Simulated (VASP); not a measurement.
Here is a VASP 6.6.1 calculation.

INCAR

```
  ALGO = Normal
  EDIFF = 1E-6
  ENCUT = 520
  GGA = PE
  ISIF = 2
  ISMEAR = -1
  LASPH = T
  LCHARG = F
  LREAL = F
  LWAVE = F
  NBANDS = 46
  NELM = 100
  PREC = Accurate
  SIGMA = 0.02
```

File KPOINTS:

```
k-points
0
Gamma
  8 4 4
```

Contents of POSCAR:

```
Ga4AsN3
1.0
    3.4020131215      0.0000000000      0.0000000000
    0.0000000000      3.4718233187      4.8951510596
    0.0000000000     -3.4718233187      4.8951510596
N As Ga
3 1 4
Direct
    0.0000000000      0.0015079902      0.0015079902
    0.5000000000      0.0010340471      0.4962894372
    0.5000000000      0.4962894372      0.0010340471
    0.0000000000      0.5046257848      0.5046257848
    0.5000000000      0.8773106652      0.8773106652
    0.0000000000      0.9138217790      0.3599525858
    0.0000000000      0.3599525858      0.9138217790
    0.5000000000      0.3454577106      0.3454577106
```

Potentials or basis: VASP PAW PBE potentials, release 64 (N, As, Ga_d).

The run is started by

```console
$ cat potpaw_PBE.64/N/POTCAR potpaw_PBE.64/As/POTCAR potpaw_PBE.64/Ga_d/POTCAR > POTCAR
$ mpirun -np 1 vasp_std > vasp.out
```

**Question.** Predict the largest force.

**Answer.** 0.012 eV/Å.

**Question.** What does it give for the band gap on the k mesh?

**Answer.** Zero (bands 36 and 37 overlap by 0.56 eV).

Forces in eV/Å, atoms in the order of the input:
```
N    0.000  0.000  0.008
N    0.000  0.005  0.003
N    0.000 -0.005  0.003
As   0.000  0.000  0.007
Ga   0.000  0.000 -0.005
Ga   0.000  0.001 -0.002
Ga   0.000 -0.001 -0.002
Ga   0.000  0.000 -0.012
```

Caveat: semilocal functionals underestimate gaps, and a narrow one can read as zero.
